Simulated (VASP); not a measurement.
Input of a VASP 6.6.1 run:

INCAR

```
SYSTEM = CeCr2B2C
PREC = Accurate ; ENCUT = 520
EDIFF = 1E-6 ; ISMEAR = -1
SIGMA = 0.1 ; LREAL = .FALSE.
LASPH = .TRUE. ; NELM = 80
ALGO = Normal ; ISIF = 2
LWAVE = .FALSE. ; LCHARG = .FALSE.
GGA = RE ; NBANDS = 32
```

The input KPOINTS:

```
Automatic mesh
0
G
  5 5 4
  0 0 0
```

File POSCAR:

```
CeCr2B2C
1.0
    3.7628760000      0.0000000000      0.0000000000
    0.0000000000      3.7628760000      0.0000000000
    0.0000000000      0.0000000000      4.9562350000
Ce B Cr C
1 2 2 1
Direct
    0.0000000000      0.0000000000      0.0000000000
    0.5000000000      0.5000000000      0.2240000000
    0.5000000000      0.5000000000      0.7760000000
    0.0000000000      0.5000000000      0.5000000000
    0.5000000000      0.0000000000      0.5000000000
    0.0000000000      0.0000000000      0.5000000000
```

Potentials or basis: VASP PAW PBE potentials, release 64 (Ce, B, Cr_pv, C).

Command:

```bash
$ cat potpaw_PBE.64/Ce/POTCAR potpaw_PBE.64/B/POTCAR potpaw_PBE.64/Cr_pv/POTCAR potpaw_PBE.64/C/POTCAR > POTCAR
$ mpirun -np 1 vasp_std > vasp.out
```

Q: Predict the band gap on the k mesh.

A: Zero (bands 23 and 24 overlap by 0.37 eV).

Q: Estimate the pressure.

A: 3.3 GPa.

Q: Predict the largest force.

A: 0.331 eV/Å.

Forces in eV/Å, atoms in the order of the input:
```
Ce   0.000  0.000  0.000
B    0.000  0.000 -0.331
B    0.000  0.000  0.331
Cr   0.000  0.000  0.000
Cr   0.000  0.000  0.000
C    0.000  0.000  0.000
```

Caveat: the cell stands under pressure; the PAW data sets were made with another functional, which shifts forces and pressure a little; spin-orbit coupling is left out, which moves the levels of the heavy elements; the run has no spin polarisation, though such a crystal can be magnetic; semilocal functionals describe open f shells poorly, which spoils levels, moments and volumes. Spin polarisation is off, so any magnetic state and its effect on volume and gap are missing.
